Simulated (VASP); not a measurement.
# PtSe2 in VASP: a series of runs

PtSe2 is run at these levels: PBE, r2SCAN, HSE06; tasks: single point.

Program: VASP 6.6.1. These are calculated values, not measurements. Logs are shortened: lines on timing, memory, paths and dates and some standing lists are left out, and cuts for length are marked.

## 1. The cell of the first run

The structure is trigonal, space group P-3m1 (No. 164). The conventional cell has a = 3.729 Å, b = 3.729 Å, c = 5.224 Å, α = 90.00°, β = 90.00°, γ = 120.00°. Within 3.3 Å of Pt (site symmetry -3m) lie 6 Se at 2.51 Å. Se (site symmetry 3m) has 3 Pt at 2.51 Å and 6 Se at 3.37 to 3.40 Å within 3.4 Å.

## 2. Single point, PBE (uniaxial z strain -1.0%)

INCAR

```
ALGO     = Normal         # electronic algorithm
EDIFF    = 1E-6           # SCF threshold, eV
ENCUT    = 520            # plane-wave cutoff, eV
GGA      = PE             # functional
ISIF     = 2              # what is computed and relaxed
ISMEAR   = -1             # smearing method
LASPH    = True           # aspherical terms in the spheres
LCHARG   = False          # write CHGCAR
LREAL    = False          # projectors in reciprocal space
LWAVE    = False          # write WAVECAR
NBANDS   = 18             # bands
NELM     = 60             # most SCF steps
PREC     = Accurate       # precision mode
SIGMA    = 0.02           # smearing width, eV
```

KPOINTS

```
k-points
0
Gamma
  12 12 6
```

POSCAR

```
PtSe2
1.0
    3.7286503765      0.0000000000      0.0000000000
   -1.8643251883      3.2291059479      0.0000000000
    0.0000000000      0.0000000000      5.2243849375
Pt Se
1 2
Direct
    0.0000000000      0.0000000000      0.0000000000
    0.3333333333      0.6666666667      0.2484405954
    0.6666666667      0.3333333333      0.7515594046
```

Potentials or basis: VASP PAW PBE potentials, release 64 (Pt, Se).

Run with:

```
> cat potpaw_PBE.64/Pt/POTCAR potpaw_PBE.64/Se/POTCAR > POTCAR
> mpirun -np 1 vasp_std > vasp.out
```

OUTCAR:

```text
EDIFF = 1E-6
   ENCUT = 520
   GGA = PE
   ISIF = 2
   ISMEAR = -1
   LASPH = True
   LREAL = False
   NELM = 60
   PREC = Accurate

 ion  position               nearest neighbor table
   1  0.000  0.000  0.000-   2 2.51   3 2.51   3 2.51   2 2.51   3 2.51   2 2.51
   2  0.333  0.667  0.248-   1 2.51   1 2.51   1 2.51
   3  0.667  0.333  0.752-   1 2.51   1 2.51   1 2.51

  LATTYP: Found a hexagonal cell.
 ALAT       =     3.7286503765
 C/A-ratio  =     1.4011463693

  Lattice vectors:

 A1 = (   3.7286503765,   0.0000000000,   0.0000000000)
 A2 = (  -1.8643251883,   3.2291059479,   0.0000000000)
 A3 = (   0.0000000000,   0.0000000000,   5.2243849375)

Analysis of symmetry for initial positions (statically):
=====================================================================
 Subroutine PRICEL returns:
 Original cell was already a primitive cell.

 Routine SETGRP: Setting up the symmetry group for a
 hexagonal supercell.

 Subroutine GETGRP returns: Found 12 space group operations
 (whereof 12 operations were pure point group operations)
 out of a pool of 24 trial point group operations.

The static configuration has the point symmetry D_3d.

Analysis of symmetry for dynamics (positions and initial velocities):
=====================================================================
 Subroutine PRICEL returns:
 Original cell was already a primitive cell.

 Routine SETGRP: Setting up the symmetry group for a
 hexagonal supercell.

 Subroutine GETGRP returns: Found 12 space group operations
 (whereof 12 operations were pure point group operations)
 out of a pool of 24 trial point group operations.

The dynamic configuration has the point symmetry D_3d.

 Subroutine INISYM returns: Found 12 space group operations
 (whereof 12 operations are pure point group operations),
 and found     1 'primitive' translations

----------------------------------------------------------------------------------------

                                     Primitive cell

  volume of cell :      62.9027

  direct lattice vectors                    reciprocal lattice vectors
     3.728650377  0.000000000  0.000000000     0.268193555  0.154841621  0.000000000
    -1.864325188  3.229105948  0.000000000     0.000000000  0.309683242  0.000000000
     0.000000000  0.000000000  5.224384937     0.000000000  0.000000000  0.191410092
[... 77 lines left out ...]
   PREC   = accura    normal or accurate (medium, high low for compatibility)
   ISTART =      0    job   : 0-new  1-cont  2-samecut
   ICHARG =      2    charge: 1-file 2-atom 10-const
   ISPIN  =      1    spin polarized calculation?
   LNONCOLLINEAR =      F non collinear calculations
   LSORBIT =      F    spin-orbit coupling
   LASPH  =      T    aspherical Exc in radial PAW
   ENCUT  =  520.0 eV  38.22 Ry    6.18 a.u.   6.93  6.93  9.71*2*pi/ulx,y,z
   NELM   =     60;   NELMIN=  2; NELMDL= -5     # of ELM steps
   EDIFF  = 0.1E-05   stopping-criterion for ELM
   LREAL  =      F    real-space projection
   EDIFFG = 0.1E-04   stopping-criterion for IOM
   NSW    =      0    number of steps for IOM
   IBRION =     -1    ionic relax: 0-MD 1-quasi-New 2-CG
   NFREE  =      0    steps in history (QN), initial steepest desc. (CG)
   ISIF   =      2    stress and relaxation
   ISYM   =      2    0-nonsym 1-usesym 2-fastsym
   POTIM  = 0.5000    time-step for ionic-motion
   TEBEG  =    0.0;   TEEND  =   0.0 temperature during run
   PSTRESS=    0.0 pullay stress
   NELECT =      22.0000    total number of electrons
   NUPDOWN=      -1.0000    fix difference up-down
   EMIN   =  10.00;   EMAX   =-10.00  energy-range for DOS
   EFERMI =   0.00;   METHOD = LEGACY
   ISMEAR =    -1;   SIGMA  =   0.02  broadening in eV -4-tet -1-fermi 0-gaus
   EFERMI_NEDOS =   21; number of points for ismear=-14 and -15
   IALGO  =     38    algorithm
   IMIX   =      4    mixing-type and parameters
     AMIX     =   0.40;   BMIX     =  1.00
     AMIX_MAG =   1.60;   BMIX_MAG =  1.00
  volume/ion in A,a.u.               =      20.97       141.50
  Fermi-wavevector in a.u.,A,eV,Ry     =   1.153434  2.179674 18.101321  1.330410
  Thomas-Fermi vector in A             =   2.290078
   LORBIT       =      0    0 simple, 1 ext, 2 COOP (PROOUT), +10 PAW based schemes
   GGA     = PE    functional components
   LHFCALC =     F    Hartree Fock is set to
   AEXX    =    0.0000 exact exchange contribution
   IVDW    =     0    specifies the selected vdW correction
   LEPSILON=     F    determine dielectric tensor
   LRPA    =     F    only Hartree local field effects (RPA)
 non-spin polarized calculation
  energy-cutoff  :      520.00
  volume of cell :       62.90
 maximum number of plane-waves:      1712
   NGX = 13   NGY = 13   NGZ = 19

 number of electron      21.9999998 magnetization

 Free energy of the ion-electron system (eV)
  ---------------------------------------------------
  ext. energy  EPLUGINS =         0.00000000
  ---------------------------------------------------
  free energy    TOTEN  =       -14.23966996 eV

  energy without entropy =      -14.23872506  energy(sigma->0) =      -14.23919751

 E-fermi :   6.1462     XC(G=0): -10.4479

 val. band max:        6.1255227818   @ k =   0.3333   0.3333   0.0000
 cond. band min:       6.1686620087   @ k =   0.0000   0.2500   0.3333
 fundamental gap:      0.0431392269
 Fermi energy:         6.1461575421

 k-point     1 :       0.0000    0.0000    0.0000
  band No.  band energies     occupation
      1      -9.3455      2.00000
      2      -6.8095      2.00000
      3      -0.8939      2.00000
      4      -0.1400      2.00000
      5      -0.1400      2.00000
      6       2.1948      2.00000
[... 481 lines left out ...]
      5       0.2672      2.00000
      6       1.6067      2.00000
[... 10 lines left out ...]
     17      14.5030      0.00000
     18      14.8225      0.00000

 [... further k-points ...]
[... 5 lines left out ...]
  --------------------------------------------------------------------------------------
  -------------------------------------------------------------------------------------
  Total        1.8315517      1.8315517      1.1075954     -0.0000000      0.0000000     -0.0000000
  in kB       46.6509660     46.6509660     28.2112676     -0.0000000      0.0000000     -0.0000000
  external PRESSURE =      40.5043999 kB  Pullay stress =       0.0000000 kB

 VOLUME and BASIS-vectors are now :
 -----------------------------------------------------------------------------
  energy-cutoff  :      520.00
  volume of cell :       62.90
      direct lattice vectors                 reciprocal lattice vectors
     3.728650377  0.000000000  0.000000000     0.268193555  0.154841621  0.000000000
    -1.864325188  3.229105948  0.000000000     0.000000000  0.309683242  0.000000000
     0.000000000  0.000000000  5.224384937     0.000000000  0.000000000  0.191410092

 POSITION                                       TOTAL-FORCE (eV/Angst)
 -----------------------------------------------------------------------------------
      0.00000      0.00000      0.00000         0.000000      0.000000      0.000000
     -0.00000      2.15274      1.29795         0.000000     -0.000000      0.181255
      1.86433      1.07637      3.92644        -0.000000      0.000000     -0.181255
 -----------------------------------------------------------------------------------
    total drift:                               -0.000000      0.000000      0.000000

  FREE ENERGIE OF THE ION-ELECTRON SYSTEM (eV)
  ---------------------------------------------------
  free  energy   TOTEN  =       -14.2396699592 eV

  energy  without entropy=      -14.2387250552  energy(sigma->0) =      -14.23919751
```

OSZICAR:

```text
N       E                     dE             d eps       ncg     rms          rms(c)
DAV:   1     0.110195235551E+03    0.11020E+03   -0.10004E+04  3664   0.107E+03
DAV:   2    -0.970745448301E+01   -0.11990E+03   -0.11565E+03  4356   0.211E+02
DAV:   3    -0.149971807867E+02   -0.52897E+01   -0.52409E+01  4372   0.437E+01
DAV:   4    -0.150395328935E+02   -0.42352E-01   -0.42332E-01  4452   0.423E+00
DAV:   5    -0.150399729091E+02   -0.44002E-03   -0.44000E-03  4344   0.424E-01    0.125E+01
DAV:   6    -0.144630572567E+02    0.57692E+00   -0.41016E+00  3730   0.188E+01    0.762E+00
DAV:   7    -0.142585129854E+02    0.20454E+00   -0.80700E-01  3684   0.888E+00    0.377E+00
DAV:   8    -0.142412748392E+02    0.17238E-01   -0.47670E-02  4016   0.161E+00    0.818E-01
DAV:   9    -0.142394631846E+02    0.18117E-02   -0.63586E-03  4126   0.764E-01    0.176E-01
DAV:  10    -0.142396676854E+02   -0.20450E-03   -0.10919E-03  4212   0.214E-01    0.440E-02
DAV:  11    -0.142396665074E+02    0.11780E-05   -0.51801E-05  4618   0.646E-02    0.254E-02
DAV:  12    -0.142396695051E+02   -0.29977E-05   -0.11232E-05  3900   0.216E-02    0.280E-03
DAV:  13    -0.142396699592E+02   -0.45414E-06   -0.86440E-07  3390   0.610E-03
   1 F= -.14239670E+02 E0= -.14239198E+02  d E =-.944904E-03
```

stdout:

```text
POSCAR found type information on POSCAR PtSe
 POSCAR found :  2 types and       3 ions
 scaLAPACK will be used
 LDA part: xc-table for (Slater+PW92), standard interpolation
 POSCAR, INCAR and KPOINTS ok, starting setup
 FFT: planning ... GRIDC
 FFT: planning ... GRID_SOFT
 FFT: planning ... GRID
 WAVECAR not read
 entering main loop
```

Run time: 2 min. Hardware: 1 thread of Intel Xeon 8259CL, shared host; peak memory 0.26 GiB.

Results:

```
Free energy            : -14.2397 eV
Pressure               : 4.1 GPa
Largest force          : 0.181 eV/Å
Band gap on the k mesh : zero (bands 11 and 12 overlap by 0.25 eV)
```

Forces on the atoms (eV/Å):
```
Pt   0.000  0.000  0.000
Se   0.000  0.000  0.181
Se   0.000  0.000 -0.181
```

Caveat: the cell differs from its parent crystal (uniaxial z strain -1.0%); the cell stands under pressure; spin-orbit coupling is left out, which moves the levels of the heavy elements.

## 3. Single point, PBE

This run uses another cell than the first one, of 21.18 Å³/atom.

INCAR

```
PREC = Accurate ; ENCUT = 520
EDIFF = 1E-6 ; ISMEAR = -1
SIGMA = 0.02 ; LREAL = False
LASPH = True ; NELM = 100
ALGO = Normal ; ISIF = 2
LWAVE = False ; LCHARG = False
GGA = PE ; NBANDS = 18
```

KPOINTS

```
regular mesh
0
Gamma
  12 12 6
```

POSCAR

```
PtSe2
1.0
    3.7286503765      0.0000000000      0.0000000000
   -1.8643251883      3.2291059479      0.0000000000
    0.0000000000      0.0000000000      5.2771565025
Pt Se
1 2
Direct
    0.0000000000      0.0000000000      0.0000000000
    0.3333333333      0.6666666667      0.2462189008
    0.6666666667      0.3333333333      0.7537810992
```

Potentials or basis: VASP PAW PBE potentials, release 64 (Pt, Se).

Run with:

```
> cat potpaw_PBE.64/Pt/POTCAR potpaw_PBE.64/Se/POTCAR > POTCAR
> mpirun -np 1 vasp_std > vasp.out
```

It took 2 min on 1 thread of Intel Xeon 8259CL, shared host; peak memory 0.26 GiB.

It converged, with:

| Quantity | Value |
| --- | --- |
| Free energy | -14.2464 eV |
| Pressure | 3.8 GPa |
| Largest force | 0.173 eV/Å |
| Band gap on the k mesh | zero (bands 11 and 12 overlap by 0.16 eV) |

Forces on the atoms (eV/Å):
```
Pt   0.000  0.000  0.000
Se   0.000  0.000  0.173
Se   0.000  0.000 -0.173
```

Stress tensor (GPa, compression positive):
```
4.33 0.00 0.00
0.00 4.33 0.00
0.00 0.00 2.59
```

Levels at points of the mesh, in eV from the Fermi level:
| k point | band 9 | band 10 | band 11 | band 12 | band 13 | band 14 |
| --- | --- | --- | --- | --- | --- | --- |
| (0.00, 0.00, 0.00) | -1.04 | -1.04 | 0.16 | 1.50 | 1.50 | 3.82 |
| (0.50, 0.00, 0.00) | -3.35 | -3.30 | -2.96 | 0.68 | 2.13 | 4.60 |
| (0.00, 0.00, 0.50) | -1.82 | -1.37 | -1.37 | 2.15 | 2.15 | 4.73 |
| (0.50, 0.00, 0.50) | -3.15 | -2.76 | -1.54 | 1.05 | 1.46 | 4.21 |

Caveat: the cell stands under pressure; spin-orbit coupling is left out, which moves the levels of the heavy elements.

## 4. Single point, r2SCAN (uniaxial z strain -1.0%)

POSCAR

```
PtSe2
1.0
    3.7286503765      0.0000000000      0.0000000000
   -1.8643251883      3.2291059479      0.0000000000
    0.0000000000      0.0000000000      5.2243849375
Pt Se
1 2
Direct
    0.0000000000      0.0000000000      0.0000000000
    0.3333333333      0.6666666667      0.2484405954
    0.6666666667      0.3333333333      0.7515594046
```

INCAR.step1

```
PREC = Accurate
ENCUT = 520
ISMEAR = -1
SIGMA = 0.02
LREAL = F
LASPH = T
NELM = 100
NBANDS = 18
GGA = PE
ALGO = Normal
EDIFF = 1E-4
LWAVE = T
LCHARG = F
```

INCAR.step2

```
PREC = Accurate
ENCUT = 520
EDIFF = 1E-6
ISMEAR = -1
SIGMA = 0.02
LREAL = F
LASPH = T
NELM = 100
ALGO = Normal
ISIF = 2
LWAVE = F
LCHARG = F
METAGGA = R2SCAN
LMIXTAU = T
NBANDS = 18
ISTART = 1
```

KPOINTS is that of step 3.

Run with:

```
> cat potpaw_PBE.64/Pt/POTCAR potpaw_PBE.64/Se/POTCAR > POTCAR
> cp INCAR.step1 INCAR
> mpirun -np 1 vasp_std > vasp.out
> cp INCAR.step2 INCAR
> mpirun -np 1 vasp_std > vasp.out
```

Wall time 7.3 min (1 thread of Intel Xeon 8259CL, shared host); peak memory 0.26 GiB.

Results (log left out):

| Property | Result |
| --- | --- |
| Free energy | -81.4653 eV |
| Pressure | 1.7 GPa |
| Largest force | 0.018 eV/Å |
| Band gap on the k mesh | zero (bands 11 and 12 overlap by 0.12 eV) |

Forces in eV/Å, atoms in the order of the input:
```
Pt   0.000  0.000  0.000
Se   0.000  0.000 -0.018
Se   0.000  0.000  0.018
```

Levels at points of the mesh, in eV from the Fermi level:
```tsv
k point	band 8	band 9	band 10	band 11	band 12	band 13	band 14	band 15
(0.00, 0.00, 0.00)	-2.85	-1.20	-1.20	0.14	1.48	1.48	4.15	4.53
(0.50, 0.00, 0.00)	-3.72	-3.62	-3.57	-3.16	0.70	2.20	4.88	6.14
(0.00, 0.00, 0.50)	-3.06	-1.92	-1.58	-1.58	2.19	2.19	5.15	6.53
(0.50, 0.00, 0.50)	-3.73	-3.42	-2.96	-1.64	1.01	1.55	4.53	5.12
```

Caveat: the cell differs from its parent crystal (uniaxial z strain -1.0%); the PAW data sets were made with another functional, which shifts forces and pressure a little; spin-orbit coupling is left out, which moves the levels of the heavy elements.

## 5. Single point, r2SCAN

This run uses another cell than the first one, of 21.18 Å³/atom.

POSCAR

```
PtSe2
1.0
    3.7286503765      0.0000000000      0.0000000000
   -1.8643251883      3.2291059479      0.0000000000
    0.0000000000      0.0000000000      5.2771565025
Pt Se
1 2
Direct
    0.0000000000      0.0000000000      0.0000000000
    0.3333333333      0.6666666667      0.2462189008
    0.6666666667      0.3333333333      0.7537810992
```

INCAR.step1

```
SYSTEM = PtSe2
ALGO = Normal ; EDIFF = 1E-4
ENCUT = 520 ; GGA = PE
ISMEAR = -1 ; LASPH = .TRUE.
LCHARG = .FALSE. ; LREAL = .FALSE.
LWAVE = .TRUE. ; NBANDS = 18
NELM = 100 ; PREC = Accurate
SIGMA = 0.02
```

INCAR.step2

```
SYSTEM = PtSe2
ALGO = Normal ; EDIFF = 1E-7
ENCUT = 520 ; ISIF = 2
ISMEAR = -1 ; ISTART = 1
LASPH = .TRUE. ; LCHARG = .TRUE.
LELF = .TRUE. ; LMIXTAU = .TRUE.
LREAL = .FALSE. ; LVHAR = .TRUE.
LWAVE = .FALSE. ; METAGGA = R2SCAN
NBANDS = 18 ; NELM = 100
PREC = Accurate ; SIGMA = 0.02
```

KPOINTS

```
k-points
0
G
  12 12 6
  0 0 0
```

Run with:

```
> cat potpaw_PBE.64/Pt/POTCAR potpaw_PBE.64/Se/POTCAR > POTCAR
> cp INCAR.step1 INCAR
> mpirun -np 1 vasp_std > vasp.out
> cp INCAR.step2 INCAR
> mpirun -np 1 vasp_std > vasp.out
```

Wall time 9.4 min (1 thread of Intel Xeon 8259CL, shared host); peak memory 0.26 GiB.

The run converged. Its results:

* Free energy: -81.4720 eV
* Pressure: 1.4 GPa
* Largest force: 0.019 eV/Å
* Band gap on the k mesh: zero (bands 11 and 12 overlap by 0.05 eV)

Forces on the atoms (eV/Å):
```
Pt   0.000  0.000  0.000
Se   0.000  0.000 -0.019
Se   0.000  0.000  0.019
```

Levels at points of the mesh, in eV from the Fermi level:
```csv
k point,band 8,band 9,band 10,band 11,band 12,band 13,band 14,band 15
"(0.00, 0.00, 0.00)",-2.83,-1.19,-1.19,0.09,1.53,1.53,4.22,4.51
"(0.50, 0.00, 0.00)",-3.70,-3.60,-3.51,-3.14,0.74,2.18,4.84,6.11
"(0.00, 0.00, 0.50)",-3.02,-1.92,-1.53,-1.53,2.19,2.19,5.14,6.49
"(0.50, 0.00, 0.50)",-3.71,-3.40,-2.95,-1.67,1.08,1.55,4.48,5.13
```

Caveat: the PAW data sets were made with another functional, which shifts forces and pressure a little; spin-orbit coupling is left out, which moves the levels of the heavy elements.

(Continued in part 2 of 2.)
